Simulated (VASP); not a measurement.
Wanted: the native input for a VASP 6.6.1 run.

```
Task                   : single point
Functional             : PBE
Potentials or basis    : VASP PAW PBE potentials, release 64 (Ir)
Cutoff                 : 520 eV
k mesh                 : 18 × 18 × 14
Occupations            : gaussian, width 0.1 eV
Spin                   : no spin polarisation
Dipole correction      : no
Further INCAR settings : ALGO = Fast; EDIFF = 1e-06; NBANDS = 16
```

The structure of Ir lies in POSCAR:

```
Ir
1.0
    1.9740328362      1.9740328362      0.0000000000
   -1.9256496785      1.9256496785      0.0000000000
    0.0000000000      0.0000000000      3.8512993569
Ir
2
Direct
    0.0000000000      0.0000000000      0.0000000000
    0.5000000000      0.5000000000      0.5000000000
```

This cell differs from its parent crystal: uniaxial strain along a: +2.0 %.

The input as run:

INCAR

```
PREC = Accurate ; ENCUT = 520
EDIFF = 1E-6 ; ISMEAR = 0
SIGMA = 0.1 ; LREAL = False
LASPH = True ; NELM = 80
ALGO = Fast ; ISIF = 2
LWAVE = False ; LCHARG = False
GGA = PE ; NBANDS = 16
```

KPOINTS

```
Automatic mesh
0
Gamma
  18 18 14
```

Potentials or basis: VASP PAW PBE potentials, release 64 (Ir).

Launch:

```sh
$ cat potpaw_PBE.64/Ir/POTCAR > POTCAR
$ mpirun -np 1 vasp_std > vasp.out
```

It gave:

* Pressure: -2.6 GPa
* Band gap on the k mesh: zero (bands 9 and 10 overlap by 3.15 eV)

Caveat: the cell differs from its parent crystal (uniaxial strain along a: +2.0 %); spin-orbit coupling is left out, which moves the levels of the heavy elements.

It took 7.2 min on 1 thread of Intel Xeon 8259CL, with other jobs on the host, peak memory 0.41 GiB.
